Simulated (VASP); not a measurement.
AgCl: single point with PBE

Crystal: AgCl.

```
CELL_PARAMETERS angstrom
0.00000 2.77315 2.85634
2.77315 0.00000 2.85634
2.77315 2.77315 0.00000
ATOMIC_POSITIONS crystal
Ag 0.50000 0.50000 0.50000
Cl 0.00000 0.00000 0.00000
```

This cell differs from its parent crystal: zz strain of +3 %.

```json
{
 "Program": "VASP 6.6.1",
 "Task": "single point",
 "Functional": "PBE",
 "Potentials or basis": "VASP PAW PBE potentials, release 64 (Ag, Cl)",
 "Cutoff": "520 eV",
 "k mesh": "8 × 8 × 8",
 "Occupations": "fermi-dirac, width 0.02 eV",
 "Spin": "no spin polarisation"
}
```

- Pressure: 0.2 GPa
- Band gap on the k mesh: 0.83 eV (least direct gap 3.07 eV)

Stress tensor (GPa, compression positive):
```
 0.34  0.00  0.00
 0.00  0.34  0.00
 0.00  0.00 -0.15
```

Levels at points of the mesh, in eV from the valence-band top:
| k point | band 7 | band 8 | band 9 | band 10 | band 11 | band 12 |
| --- | --- | --- | --- | --- | --- | --- |
| (0.00, 0.00, 0.00) | -2.33 | -2.33 | -2.24 | 0.83 | 10.72 | 10.81 |
| (0.50, 0.00, 0.00) | -1.78 | -0.18 | 0.00 | 4.23 | 6.30 | 7.50 |
| (0.50, 0.50, 0.00) | -1.97 | -1.97 | -1.91 | 2.36 | 8.10 | 8.25 |
| (0.50, 0.00, 0.50) | -1.98 | -1.96 | -1.89 | 2.34 | 7.92 | 8.55 |

It took 59 s on 1 thread of Intel Xeon 8259CL, with other jobs on the host, peak memory 0.19 GiB.

Caveat: the cell differs from its parent crystal (zz strain of +3 %). A k mesh can miss the band edges.
